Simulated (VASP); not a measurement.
# TiC in VASP: relaxation of the atoms with PBE

Aim: the relaxation of the atoms of TiC with PBE.

Everything below comes from runs of VASP 6.6.1. Logs are shortened: lines on timing, memory, paths and dates and some standing lists are left out, and cuts for length are marked.

### 1 The cell of the first run

The cell holds a slab with vacuum, 4 atoms: a = 3.064 Å, b = 3.064 Å, c = 18.166 Å, α = 90.00°, β = 90.00°, γ = 90.00°.

### 2 Relaxation of the atoms, PBE

INCAR

```
  PREC = Accurate
  ENCUT = 520
  EDIFF = 1E-6
  ISMEAR = -1
  SIGMA = 0.05
  LREAL = False
  LASPH = True
  NELM = 60
  ALGO = Normal
  ISIF = 2
  LWAVE = False
  LCHARG = False
  LDIPOL = True
  IDIPOL = 3
  DIPOL = 0.5 0.5 0.500
  GGA = PE
  IBRION = 2
  NSW = 60
  EDIFFG = -0.01
```

KPOINTS

```
regular mesh
0
Gamma
  13 13 1
```

POSCAR

```
TiC
1.0
    3.0637012665      0.0000000000      0.0000000000
    0.0000000000      3.0637012665      0.0000000000
    0.0000000000      0.0000000000     18.1664000000
Ti C
2 2
Direct
    0.0000000000      0.0000000000      0.4403744291
    0.5000000000      0.5000000000      0.5596255709
    0.5000000000      0.5000000000      0.4403744291
    0.0000000000      0.0000000000      0.5596255709
```

Potentials or basis: VASP PAW PBE potentials, release 64 (Ti_sv, C).

Started as:

```bash
cat potpaw_PBE.64/Ti_sv/POTCAR potpaw_PBE.64/C/POTCAR > POTCAR
mpirun -np 1 vasp_std > vasp.out
```

OUTCAR:

```text
PREC = Accurate
   ENCUT = 520
   EDIFF = 1E-6
   ISMEAR = -1
   LREAL = False
   LASPH = True
   NELM = 60
   ISIF = 2
   GGA = PE
   IBRION = 2
   NSW = 60
   EDIFFG = -0.01

 ion  position               nearest neighbor table
   1  0.000  0.000  0.440-   3 2.17   3 2.17   3 2.17   3 2.17   4 2.17
   2  0.500  0.500  0.560-   4 2.17   4 2.17   4 2.17   4 2.17   3 2.17
   3  0.500  0.500  0.440-   1 2.17   1 2.17   1 2.17   1 2.17   2 2.17
   4  0.000  0.000  0.560-   2 2.17   2 2.17   2 2.17   2 2.17   1 2.17

  LATTYP: Found a simple tetragonal cell.
 ALAT       =     3.0637012665
 C/A-ratio  =     5.9295598427

  Lattice vectors:

 A1 = (   3.0637012665,   0.0000000000,   0.0000000000)
 A2 = (   0.0000000000,   3.0637012665,   0.0000000000)
 A3 = (   0.0000000000,   0.0000000000,  18.1664000000)

Analysis of symmetry for initial positions (statically):
=====================================================================
 Subroutine PRICEL returns:
 Original cell was already a primitive cell.

 Routine SETGRP: Setting up the symmetry group for a
 simple tetragonal supercell.

 Subroutine GETGRP returns: Found 16 space group operations
 (whereof  8 operations were pure point group operations)
 out of a pool of 16 trial point group operations.

The static configuration has the point symmetry C_4v.
 The point group associated with its full space group is D_4h.

Analysis of symmetry for dynamics (positions and initial velocities):
=====================================================================
 Subroutine PRICEL returns:
 Original cell was already a primitive cell.

 Routine SETGRP: Setting up the symmetry group for a
 simple tetragonal supercell.

 Subroutine GETGRP returns: Found 16 space group operations
 (whereof  8 operations were pure point group operations)
 out of a pool of 16 trial point group operations.

The dynamic configuration has the point symmetry C_4v.
 The point group associated with its full space group is D_4h.

 Subroutine INISYM returns: Found 16 space group operations
 (whereof  8 operations are pure point group operations),
 and found     1 'primitive' translations

----------------------------------------------------------------------------------------

                                     Primitive cell

  volume of cell :     170.5147

  direct lattice vectors                    reciprocal lattice vectors
     3.063701266  0.000000000  0.000000000     0.326402581  0.000000000  0.000000000
     0.000000000  3.063701266  0.000000000     0.000000000  0.326402581  0.000000000
     0.000000000  0.000000000 18.166400000     0.000000000  0.000000000  0.055046680

  length of vectors
     3.063701266  3.063701266 18.166400000     0.326402581  0.326402581  0.055046680

  position of ions in fractional coordinates (direct lattice)
     0.000000000  0.000000000  0.440374429
     0.500000000  0.500000000  0.559625571
     0.500000000  0.500000000  0.440374429
     0.000000000  0.000000000  0.559625571

  ion indices of the primitive-cell ions
   primitive index   ion index
                 1           1
                 2           2
                 3           3
                 4           4

----------------------------------------------------------------------------------------

 KPOINTS: regular mesh

Automatic generation of k-mesh.
 Grid dimensions read from file:
 generate k-points for:   13   13    1

 Generating k-lattice:

  Cartesian coordinates                     Fractional coordinates (reciprocal lattice)
     0.025107891  0.000000000  0.000000000     0.076923077  0.000000000  0.000000000
     0.000000000  0.025107891  0.000000000     0.000000000  0.076923077  0.000000000
     0.000000000  0.000000000  0.055046680     0.000000000  0.000000000  1.000000000

  Length of vectors
     0.025107891  0.025107891  0.055046680

  Shift w.r.t. Gamma in fractional coordinates (k-lattice)
     0.000000000  0.000000000  0.000000000

 Subroutine IBZKPT returns following result:
 ===========================================

 Found     28 irreducible k-points:

 Following reciprocal coordinates:
            Coordinates               Weight
  0.000000  0.000000  0.000000      1.000000
  0.076923  0.000000  0.000000      4.000000
  0.153846  0.000000  0.000000      4.000000
  0.230769  0.000000  0.000000      4.000000
  0.307692  0.000000  0.000000      4.000000
  0.384615  0.000000  0.000000      4.000000
[... 16 lines left out ...]
  0.307692  0.307692  0.000000      4.000000
  0.384615  0.307692  0.000000      8.000000
 [... further k-points ...]
   k-points           NKPTS =     28   k-points in BZ     NKDIM =     28   number of bands    NBANDS=     20
   number of dos      NEDOS =    301   number of ions     NIONS =      4
   total plane-waves  NPLWV =  80640
   dimension x,y,z NGX =    24 NGY =   24 NGZ =  140
   dimension x,y,z NGXF=    48 NGYF=   48 NGZF=  280
   ions per type =               2   2
   NGX,Y,Z   is equivalent  to a cutoff of  13.02, 13.02, 12.81 a.u.
   NGXF,Y,Z  is equivalent  to a cutoff of  26.05, 26.05, 25.62 a.u.
 SYSTEM =  unknown system
   PREC   = accura    normal or accurate (medium, high low for compatibility)
   ISTART =      0    job   : 0-new  1-cont  2-samecut
   ICHARG =      2    charge: 1-file 2-atom 10-const
   ISPIN  =      1    spin polarized calculation?
   LNONCOLLINEAR =      F non collinear calculations
   LSORBIT =      F    spin-orbit coupling
   LASPH  =      T    aspherical Exc in radial PAW
   ENCUT  =  520.0 eV  38.22 Ry    6.18 a.u.   5.70  5.70 33.78*2*pi/ulx,y,z
   NELM   =     60;   NELMIN=  2; NELMDL= -5     # of ELM steps
   EDIFF  = 0.1E-05   stopping-criterion for ELM
   LREAL  =      F    real-space projection
   EDIFFG = -.1E-01   stopping-criterion for IOM
   NSW    =     60    number of steps for IOM
   IBRION =      2    ionic relax: 0-MD 1-quasi-New 2-CG
   NFREE  =      1    steps in history (QN), initial steepest desc. (CG)
   ISIF   =      2    stress and relaxation
   ISYM   =      2    0-nonsym 1-usesym 2-fastsym
   POTIM  = 0.5000    time-step for ionic-motion
   TEBEG  =    0.0;   TEEND  =   0.0 temperature during run
   PSTRESS=    0.0 pullay stress
   NELECT =      32.0000    total number of electrons
   NUPDOWN=      -1.0000    fix difference up-down
   EMIN   =  10.00;   EMAX   =-10.00  energy-range for DOS
   EFERMI =   0.00;   METHOD = LEGACY
   ISMEAR =    -1;   SIGMA  =   0.05  broadening in eV -4-tet -1-fermi 0-gaus
   EFERMI_NEDOS =   21; number of points for ismear=-14 and -15
   IALGO  =     38    algorithm
   IMIX   =      4    mixing-type and parameters
     AMIX     =   0.40;   BMIX     =  1.00
     AMIX_MAG =   1.60;   BMIX_MAG =  1.00
  volume/ion in A,a.u.               =      42.63       287.67
  Fermi-wavevector in a.u.,A,eV,Ry     =   0.937283  1.771209 11.952720  0.878500
  Thomas-Fermi vector in A             =   2.064379
   LORBIT       =      0    0 simple, 1 ext, 2 COOP (PROOUT), +10 PAW based schemes
   GGA     = PE    functional components
   LHFCALC =     F    Hartree Fock is set to
   AEXX    =    0.0000 exact exchange contribution
   IVDW    =     0    specifies the selected vdW correction
   LEPSILON=     F    determine dielectric tensor
   LRPA    =     F    only Hartree local field effects (RPA)
 conjugate gradient relaxation of ions
 non-spin polarized calculation
  energy-cutoff  :      520.00
  volume of cell :      170.51
 maximum number of plane-waves:      4631
 NGX is ok and might be reduce to    24
   NGX = 11   NGY = 11   NGZ = 67

--------------------------------------- Ionic step        1  -------------------------------------------

 number of electron      32.0000011 magnetization

 Free energy of the ion-electron system (eV)
  ---------------------------------------------------
  ext. energy  EPLUGINS =         0.00000000
  ---------------------------------------------------
  free energy    TOTEN  =       -35.27319273 eV

  energy without entropy =      -35.26688932  energy(sigma->0) =      -35.27004102

------------------------ aborting loop because EDIFF is reached ----------------------------------------

  FORCE on cell =-STRESS in cart. coord.  units (eV):
  Direction    XX          YY          ZZ          XY          YZ          ZX
  --------------------------------------------------------------------------------------
  -------------------------------------------------------------------------------------
  Total       -4.3139755     -4.3139755     -2.2818471      0.0000000      0.0000000      0.0000000
  in kB      -40.5346613    -40.5346613    -21.4405250      0.0000000      0.0000000      0.0000000
  external PRESSURE =     -34.1699492 kB  Pullay stress =       0.0000000 kB
[... 177 lines left out ...]
--------------------------------------- Ionic step        6  -------------------------------------------

 number of electron      32.0000011 magnetization

 dipolmoment           0.000000      0.000000      0.000000 electrons x Angstroem

------------------------ aborting loop because EDIFF is reached ----------------------------------------

  FORCE on cell =-STRESS in cart. coord.  units (eV):
  Direction    XX          YY          ZZ          XY          YZ          ZX
  --------------------------------------------------------------------------------------
  -------------------------------------------------------------------------------------
  Total       -3.5617514     -3.5617514     -0.0032900      0.0000000     -0.0000000      0.0000000
  in kB      -33.4666689    -33.4666689     -0.0309130      0.0000000     -0.0000000      0.0000000
  external PRESSURE =     -22.3214169 kB  Pullay stress =       0.0000000 kB
[... 63 lines left out ...]
--------------------------------------- Ionic step        8  -------------------------------------------

 number of electron      32.0000011 magnetization

 dipolmoment           0.000000      0.000000     -0.000000 electrons x Angstroem

 Free energy of the ion-electron system (eV)
  ---------------------------------------------------
  ext. energy  EPLUGINS =         0.00000000
  ---------------------------------------------------
  free energy    TOTEN  =       -35.36018645 eV

  energy without entropy =      -35.35409802  energy(sigma->0) =      -35.35714223

 E-fermi :  -0.6219     XC(G=0):  -3.9671

 val. band max:       -0.6399055234   @ k =   0.0000   0.0000   0.0000
 cond. band min:      -0.5866653738   @ k =   0.3846   0.3846   0.0000
 fundamental gap:      0.0532401497
 Fermi energy:        -0.6218943197

 k-point     1 :       0.0000    0.0000    0.0000
  band No.  band energies     occupation
      1     -57.4070      2.00000
      2     -57.3378      2.00000
      3     -33.9502      2.00000
      4     -33.6936      2.00000
      5     -33.4924      2.00000
      6     -33.4924      2.00000
[... 541 lines left out ...]
     19       2.1894      0.00000
     20       2.5533      0.00000

 [... further k-points ...]

------------------------ aborting loop because EDIFF is reached ----------------------------------------

 vacuum level on the upper side and lower side of the slab       (xc-potential included)        -0.008        -0.008

  FORCE on cell =-STRESS in cart. coord.  units (eV):
  Direction    XX          YY          ZZ          XY          YZ          ZX
  --------------------------------------------------------------------------------------
  -------------------------------------------------------------------------------------
  Total       -3.5689556     -3.5689556     -0.0275890      0.0000000      0.0000000      0.0000000
  in kB      -33.5343598    -33.5343598     -0.2592301      0.0000000      0.0000000      0.0000000
  external PRESSURE =     -22.4426499 kB  Pullay stress =       0.0000000 kB
[... 19 lines left out ...]
  FREE ENERGIE OF THE ION-ELECTRON SYSTEM (eV)
  ---------------------------------------------------
  free  energy   TOTEN  =       -35.3601864480 eV

  energy  without entropy=      -35.3540980162  energy(sigma->0) =      -35.35714223

 reached required accuracy - stopping structural energy minimisation

 vacuum level on the upper side and lower side of the slab         3.214         3.214
```

Run time: 6.8 min. Hardware: 1 thread of Oxide Virtual Turin-like, shared host; peak memory 0.28 GiB.

Results:

```yaml
Free_energy: -35.3602 eV
Energy_gained_by_relaxing: 21.7 meV/atom
Ionic_steps: 8
Largest_force_after_relaxing: 0.003 eV/Å
Band_gap_on_the_k_mesh: zero (bands 16 and 17 overlap by 0.32 eV)
```

Forces on the atoms (eV/Å):
```
Ti   0.000  0.000  0.003
Ti   0.000  0.000 -0.003
C    0.000  0.000  0.002
C    0.000  0.000 -0.002
```

Step by step:
```
step  energy change (eV)  largest force (eV/Å)  pressure (GPa)
   1              0.0000                1.2315           -3.42
   2             -0.0850                0.1526           -2.52
   3             -0.0860                0.0924           -2.40
   4             -0.0867                0.0528           -2.32
   5             -0.0870                0.0153           -2.25
   6             -0.0870                0.0119           -2.23
   7             -0.0870                0.0113           -2.23
   8             -0.0870                0.0035           -2.24
```

Final structure:
```cif
data_structure
_symmetry_space_group_name_H-M 'P 1'
_symmetry_Int_Tables_number 1
_cell_length_a 3.0637
_cell_length_b 3.0637
_cell_length_c 18.1664
_cell_angle_alpha 90.000
_cell_angle_beta 90.000
_cell_angle_gamma 90.000
_cell_volume 170.51
loop_
_atom_site_label
_atom_site_type_symbol
_atom_site_fract_x
_atom_site_fract_y
_atom_site_fract_z
_atom_site_occupancy
Ti1 Ti 0.00000 0.00000 0.44411 1
Ti2 Ti 0.50000 0.50000 0.55589 1
C1 C 0.50000 0.50000 0.44038 1
C2 C 0.00000 0.00000 0.55962 1
```
